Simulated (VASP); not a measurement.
A run of VASP 6.6.1 is set up as follows.

File INCAR:

```
PREC = Accurate ; ENCUT = 520
EDIFF = 1E-6 ; ISMEAR = -1
SIGMA = 0.3 ; LREAL = False
LASPH = True ; NELM = 80
ALGO = Normal ; ISIF = 2
LWAVE = False ; LCHARG = False
NBANDS = 30
```

File KPOINTS:

```
Automatic mesh
0
Gamma
  3 3 3
```

File POSCAR:

```
TlPd3
1.0
    4.0477250000      0.0000000000      0.0000000000
    0.0000000000      4.0477250000      0.0000000000
    0.0000000000      0.0000000000      4.0653950000
Tl Pd
1 3
Direct
    0.0000000000      0.0000000000      0.0000000000
    0.5000000000      0.5000000000      0.0000000000
    0.5000000000      0.0000000000      0.5000000000
    0.0000000000      0.5000000000      0.5000000000
```

Potentials or basis: VASP PAW LDA potentials, release 64 (Tl_d, Pd).

Run with:

```console
$ cat potpaw_LDA.64/Tl_d/POTCAR potpaw_LDA.64/Pd/POTCAR > POTCAR
$ mpirun -np 1 vasp_std > vasp.out
```

Estimate the pressure.

-7.5 GPa.

Stress tensor (GPa, compression positive):
```
-7.46  0.00  0.00
 0.00 -7.46  0.00
 0.00  0.00 -7.66
```

Caveat: the k points lie up to 0.52 Å⁻¹ apart.
